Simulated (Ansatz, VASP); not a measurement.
# Ni in VASP and in Ansatz

INCAR

```
SYSTEM = Ni
PREC = Accurate
ENCUT = 600
EDIFF = 1E-6
ISMEAR = -1
SIGMA = 0.05
LREAL = .False.
LASPH = .True.
NELM = 150
ALGO = Normal
ISIF = 3
LWAVE = .False.
LCHARG = .False.
ISPIN = 2
MAGMOM = 0.8
LORBIT = 11
LMAXMIX = 4
GGA = RP
IBRION = 2
NSW = 80
EDIFFG = -0.01
```

The input KPOINTS:

```
regular mesh
0
Gamma
  14 14 14
  0 0 0
```

The input POSCAR:

```
Ni
1.0
    2.2775907947      0.0000000000      0.0000000000
    0.0000000000      2.2775907947      0.0000000000
    0.0000000000      0.0000000000      2.2775907947
Ni
1
Direct
    0.0000000000      0.0000000000      0.0000000000
```

Input for Ansatz:

```yaml
crystal:
  lattice:
    - [2.2775907947, 0.0, 0.0]
    - [0.0, 2.2775907947, 0.0]
    - [0.0, 0.0, 2.2775907947]
  atoms:
    - { symbol: Ni, position: [0.0, 0.0, 0.0], spin: 0.8 }
hamiltonian:
  xc: rpbe
  pseudopotentials:
    kind: paw
    azcp:
      Ni: "pseudopotentials/Ni.paw.azcp"
basis:
  ecutwfc: 420
  fft_grid_basis: typed
kpoints:
  mp_grid: { grid: [14, 14, 14], shift: [0, 0, 0] }
magnetization:
  spin_polarized: true
scf:
  occupations: { method: fermi_dirac, width: 0.05 }
relax:
  max_steps: 60
  f_tol: 0.01
  cell: {}
```

Alike in both runs: task relaxation of cell and atoms; functional RPBE; k mesh 14 × 14 × 14; occupations fermi-dirac, width 0.05 eV; collinear spin.

|  | VASP | Ansatz |
| --- | --- | --- |
| version | VASP 6.6.1 | Ansatz 0.2.0 |
| potentials or method | VASP PAW PBE potentials, release 64 (Ni), cutoff 600 eV | plane waves (420 eV) with PAW, scalar-relativistic |
| valence electrons in the cell | 10 | 18 |

```csv
,VASP,Ansatz,Ansatz less VASP
net moment per atom (μB),0.55,0.58,+0.030
size of the moment on the site where the two differ most (μB),0.56,0.60,+0.043
relaxed volume (Å³/atom),13.04,13.06,+0.021
relaxed cell length with the largest relative difference (Å),2.354,2.355,+0.0013
```

VASP's potentials were made for PBE, not for RPBE. Site moments also hang on the region over which each program counts them. VASP's potentials hold 10 valence electrons a cell and Ansatz's 18, so a difference there can come from the potentials and not from the codes.
